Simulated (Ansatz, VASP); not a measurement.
**SnO: VASP beside Ansatz**

INCAR

```
PREC = Accurate
ENCUT = 520
EDIFF = 1E-6
ISMEAR = 0
SIGMA = 0.15
LREAL = F
LASPH = T
NELM = 100
ALGO = Normal
ISIF = 2
LWAVE = F
LCHARG = F
NBANDS = 28
```

KPOINTS

```
regular mesh
0
Gamma
  12 12 10
```

POSCAR

```
SnO
1.0
    3.8164791383      0.0000000000      0.0000000000
    0.0000000000      3.8164791383      0.0000000000
    0.0000000000      0.0000000000      4.7166206873
Sn O
2 2
Direct
    0.0000000000      0.5000000000      0.2457459271
    0.5000000000      0.0000000000      0.7542540729
    0.0000000000      0.0000000000      0.0000000000
    0.5000000000      0.5000000000      0.0000000000
```

Input for Ansatz:

```yaml
crystal:
  lattice:
    - [3.8164791383, 0.0, 0.0]
    - [0.0, 3.8164791383, 0.0]
    - [0.0, 0.0, 4.7166206873]
  atoms:
    - { symbol: Sn, position: [0.0, 0.5, 0.2457459271] }
    - { symbol: Sn, position: [0.5, 0.0, 0.7542540729] }
    - { symbol: O, position: [0.0, 0.0, 0.0] }
    - { symbol: O, position: [0.5, 0.5, 0.0] }
basis:
  ecutwfc: 520.0
kpoints:
  mp_grid: { grid: [12, 12, 10] }
hamiltonian:
  xc: lda
scf:
  occupations: { method: gaussian, width: 0.15 }
output:
  forces: true
  stress: true
  eigenvalues: true
```

Alike in both runs: task single point; functional LDA; k mesh 12 × 12 × 10; occupations gaussian, width 0.15 eV; no spin polarisation.

|  | VASP | Ansatz |
| --- | --- | --- |
| version | VASP 6.6.1 | Ansatz 0.2.0 |
| potentials or method | VASP PAW LDA potentials, release 64 (Sn_d, O), cutoff 520 eV | scalar-relativistic, plane waves, PAW |
| valence electrons in the cell | 40 | 40 |

VASP gave:

```
gap on the k mesh at the Fermi level (eV)                     : none
pressure (GPa)                                                : -3.5
traceless stress, the component that is largest in VASP (GPa) : 0.57
rms of the force components (eV/Å)                            : 0.167
```

Problem. What did Ansatz give for the same quantities?

Solution. gap on the k mesh at the Fermi level (eV): none; pressure (GPa): -3.9; traceless stress, the component that is largest in VASP (GPa): 0.56; rms of the force components (eV/Å): 0.213.

LDA's correlation is that of Perdew and Zunger in VASP and of Perdew and Wang (1992) in Ansatz. Atom by atom the forces differ by 0.046 eV/Å (rms over components). A gap of «none» marks a metal or a gap that the smearing closes.
